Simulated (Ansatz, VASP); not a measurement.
# Two plane-wave programs on SiNi3

File INCAR:

```
SYSTEM = SiNi3
PREC = Accurate
ENCUT = 520
EDIFF = 1E-7
ISMEAR = -1
SIGMA = 0.05
LREAL = .FALSE.
LASPH = .TRUE.
NELM = 150
ALGO = Normal
ISIF = 2
LWAVE = .FALSE.
LCHARG = .TRUE.
LNONCOLLINEAR = .TRUE.
MAGMOM = 0.484 0.09 0.393 -0.48 -0.194 0.583 -0.023 0.34 0.887 0 0 0
LORBIT = 11
LMAXMIX = 4
GGA = PE
LVHAR = .TRUE.
NBANDS = 48
```

File KPOINTS:

```
regular mesh
0
G
  6 6 6
  0 0 0
```

POSCAR

```
SiNi3
1.0
    3.5420000000      0.0000000000      0.0000000000
    0.0000000000      3.5420000000      0.0000000000
    0.0000000000      0.0000000000      3.5420000000
Ni Si
3 1
Direct
    0.5000000000      0.5000000000      0.0000000000
    0.5000000000      0.0000000000      0.5000000000
    0.0000000000      0.5000000000      0.5000000000
    0.0000000000      0.0000000000      0.0000000000
```

Contents of input.yaml:

```yaml
crystal:
  lattice:
    - [3.542, 0.0, 0.0]
    - [0.0, 3.542, 0.0]
    - [0.0, 0.0, 3.542]
  atoms:
    - { symbol: Ni, position: [0.5, 0.5, 0.0], spin: 0.63, spin_axis: [0.484, 0.09, 0.393] }
    - { symbol: Ni, position: [0.5, 0.0, 0.5], spin: 0.78, spin_axis: [-0.48, -0.194, 0.583] }
    - { symbol: Ni, position: [0.0, 0.5, 0.5], spin: 0.95, spin_axis: [-0.023, 0.34, 0.887] }
    - { symbol: Si, position: [0.0, 0.0, 0.0] }
hamiltonian:
  xc: pbe
  pseudopotentials: { kind: paw }
magnetization:
  noncollinear: true
  spin_orbit: false
kpoints:
  mp_grid: { grid: [6, 6, 6] }
scf:
  occupations: { method: fermi_dirac, width: 0.05 }
output:
  forces: true
  stress: true
  eigenvalues: true
```

Alike in both runs: task single point; functional PBE; k mesh 6 × 6 × 6; occupations fermi-dirac, width 0.05 eV; non-collinear spin.

```csv
,VASP,Ansatz
version,VASP 6.6.1,Ansatz 0.2.0
potentials or method,"VASP PAW PBE potentials, release 64 (Ni, Si)",Ansatz PAW
plane-wave cutoff (eV),520,420
valence electrons in the cell,34,58
```

VASP gave:

| Property | Result |
| --- | --- |
| gap on the k mesh at the Fermi level (eV) | none |
| pressure (GPa) | -5.9 |
| net moment per atom (μB) | 0.00 |

Q: Which values does Ansatz return?

A: gap on the k mesh at the Fermi level (eV): none; pressure (GPa): -6.0; net moment per atom (μB): 0.00.

A gap of «none» marks a metal or a gap that the smearing closes. With one functional, cell and mesh, what is left measures potentials, basis and numerics. VASP's potentials hold 34 valence electrons a cell and Ansatz's 58, so a difference there can come from the potentials and not from the codes.
